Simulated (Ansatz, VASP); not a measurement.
One calculation of Te2Mo, two programs

File INCAR:

```
SYSTEM = Te2Mo
PREC = Accurate
ENCUT = 520
EDIFF = 1E-6
ISMEAR = 0
SIGMA = 0.05
LREAL = .False.
LASPH = .True.
NELM = 100
ALGO = Fast
ISIF = 2
LWAVE = .False.
LCHARG = .True.
GGA = PS
LELF = .True.
LVHAR = .True.
NBANDS = 64
```

File KPOINTS:

```
regular mesh
0
Gamma
  9 9 1
  0 0 0
```

POSCAR

```
Te2Mo
1.0
    3.4932091909      0.0000000000      0.0000000000
   -1.7466045954      3.0252079000      0.0000000000
    0.0000000000      0.0000000000     37.5161156315
Te Mo
8 4
Direct
    0.1162145159      0.5077246610      0.8675052961
    0.3333333333      0.6666666667      0.2318351738
    0.6666666667      0.3333333333      0.6719958813
    0.6666666667      0.3333333333      0.0453069351
    0.6666666667      0.3333333333      0.7681648262
    0.6666666667      0.3333333333      0.1415574758
    0.3333333333      0.6666666667      0.9546930649
    0.3333333333      0.6666666667      0.3280041187
    0.3333333333      0.6666666667      0.7200184287
    0.3333333333      0.6666666667      0.0934314856
    0.6666666667      0.3333333333      0.9065685144
    0.6666666667      0.3333333333      0.2799815713
```

Input for Ansatz:

```yaml
crystal:
  lattice:
    - [3.4932091909, 0.0, 0.0]
    - [-1.7466045954, 3.0252079, 0.0]
    - [0.0, 0.0, 37.5161156315]
  atoms:
    - { symbol: Te, position: [0.1162145159, 0.507724661, 0.8675052961] }
    - { symbol: Te, position: [0.3333333333, 0.6666666667, 0.2318351738] }
    - { symbol: Te, position: [0.6666666667, 0.3333333333, 0.6719958813] }
    - { symbol: Te, position: [0.6666666667, 0.3333333333, 0.0453069351] }
    - { symbol: Te, position: [0.6666666667, 0.3333333333, 0.7681648262] }
    - { symbol: Te, position: [0.6666666667, 0.3333333333, 0.1415574758] }
    - { symbol: Te, position: [0.3333333333, 0.6666666667, 0.9546930649] }
    - { symbol: Te, position: [0.3333333333, 0.6666666667, 0.3280041187] }
    - { symbol: Mo, position: [0.3333333333, 0.6666666667, 0.7200184287] }
    - { symbol: Mo, position: [0.3333333333, 0.6666666667, 0.0934314856] }
    - { symbol: Mo, position: [0.6666666667, 0.3333333333, 0.9065685144] }
    - { symbol: Mo, position: [0.6666666667, 0.3333333333, 0.2799815713] }
basis:
  ecutwfc: 420
kpoints:
  mp_grid: { grid: [9, 9, 1] }
hamiltonian:
  xc: pbesol
  pseudopotentials: { kind: paw, azcp: { folder: soft_1 } }
scf:
  occupations: { method: gaussian, width: 0.05 }
output:
  forces: true
  stress: true
  eigenvalues: true
```

Alike in both runs: task single point; functional PBEsol; k mesh 9 × 9 × 1; occupations gaussian, width 0.05 eV; no spin polarisation.

|  | VASP | Ansatz |
| --- | --- | --- |
| version | VASP 6.6.1 | Ansatz 0.2.0 |
| potentials or method | VASP PAW PBE potentials, release 64 (Te, Mo_sv), cutoff 520 eV | scalar-relativistic, plane waves, PAW |
| valence electrons in the cell | 104 | 184 |

Ansatz gave:

* gap on the k mesh at the Fermi level (eV): none
* rms of the force components (eV/Å): 5.387

Task: What did VASP give for the same quantities?

Result: gap on the k mesh at the Fermi level (eV): none; rms of the force components (eV/Å): 5.424.

VASP's potentials were made for PBE, not for PBEsol, and Ansatz warns of the same on its side. Atom by atom the forces differ by 0.040 eV/Å (rms over components). A gap of «none» marks a metal or a gap that the smearing closes. With one functional, cell and mesh, what is left measures potentials, basis and numerics. VASP's potentials hold 104 valence electrons a cell and Ansatz's 184, so a difference there can come from the potentials and not from the codes.

Spin-orbit coupling is off throughout.
